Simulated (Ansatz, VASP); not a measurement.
# C in VASP and in Ansatz

```
C
1.0
     0.00000    2.12676    3.56176
     1.22792    0.00000    3.56176
     1.22792    2.12676    0.00000
C
2
Cartesian
  1.1572 0.6384 3.3618
  1.2279 3.5444 3.5618
```

Alike in both runs: task single point; functional r2SCAN; k mesh 14 × 14 × 14; occupations gaussian, width 0.05 eV; no spin polarisation.

```csv
,VASP,Ansatz
version,VASP 6.6.1,Ansatz 0.2.0
potentials or method,"VASP PAW PBE potentials, release 64 (C), cutoff 520 eV","scalar-relativistic, plane waves, PAW"
valence electrons in the cell,8,8
```

VASP gave:

| Item | Value |
| --- | --- |
| gap on the k mesh at the Fermi level (eV) | 0.29 |
| least direct gap on the mesh (eV) | 0.50 |
| pressure (GPa) | 2.3 |
| traceless stress, the component that is largest in VASP (GPa) | 9.52 |
| rms of the force components (eV/Å) | 3.328 |

Estimate Ansatz's values.

gap on the k mesh at the Fermi level (eV): 0.29; least direct gap on the mesh (eV): 0.50; pressure (GPa): 1.7; traceless stress, the component that is largest in VASP (GPa): 8.99; rms of the force components (eV/Å): 3.332.

VASP's potentials were made for PBE, not for r2SCAN. Atom by atom the forces differ by 0.021 eV/Å (rms over components).
